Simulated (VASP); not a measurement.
A run of VASP 6.6.1 is set up as follows.

The input INCAR:

```
PREC     = Accurate       # precision mode
ENCUT    = 600            # plane-wave cutoff, eV
EDIFF    = 1E-6           # SCF threshold, eV
ISMEAR   = 0              # smearing method
SIGMA    = 0.1            # smearing width, eV
LREAL    = F              # projectors in reciprocal space
LASPH    = T              # aspherical terms in the spheres
NELM     = 120            # most SCF steps
ALGO     = Normal         # electronic algorithm
ISIF     = 2              # what is computed and relaxed
LWAVE    = F              # write WAVECAR
LCHARG   = F              # write CHGCAR
GGA      = PE             # functional
NBANDS   = 31             # bands
GGA_COMPAT= F
```

The input KPOINTS:

```
regular mesh
0
Gamma
  6 6 2
```

The input POSCAR:

```
BeCd2Te3
1.0
    4.2534019100      0.0000000000      0.0000000000
   -2.1267009600      3.6835541100      0.0000000000
    0.0000000000      0.0000000000     10.5543601600
Be Cd Te
1 2 3
Direct
    0.0000000000      0.0000000000      0.5000000000
    0.3333333300      0.6666666700      0.8271350300
    0.6666666700      0.3333333300      0.1728649700
    0.3333333300      0.6666666700      0.3480919900
    0.6666666700      0.3333333300      0.6519080100
    0.0000000000      0.0000000000      0.0000000000
```

Potentials or basis: VASP PAW PBE potentials, release 64 (Be, Cd, Te).

Run with:

```bash
$ cat potpaw_PBE.64/Be/POTCAR potpaw_PBE.64/Cd/POTCAR potpaw_PBE.64/Te/POTCAR > POTCAR
$ mpirun -np 1 vasp_std > vasp.out
```

Question: What does it give for the band gap on the k mesh?

Answer: Zero (bands 22 and 23 overlap by 0.78 eV).

Question: What does it give for the largest force?

Answer: 0.731 eV/Å.

Question: Predict the pressure.

Answer: -3.1 GPa.

Stress tensor (GPa, compression positive):
```
-2.95  0.00  0.00
 0.00 -2.95  0.00
 0.00  0.00 -3.46
```

Caveat: the cell stands under tension; semilocal functionals underestimate gaps, and a narrow one can read as zero; spin-orbit coupling is left out, which moves the levels of the heavy elements.
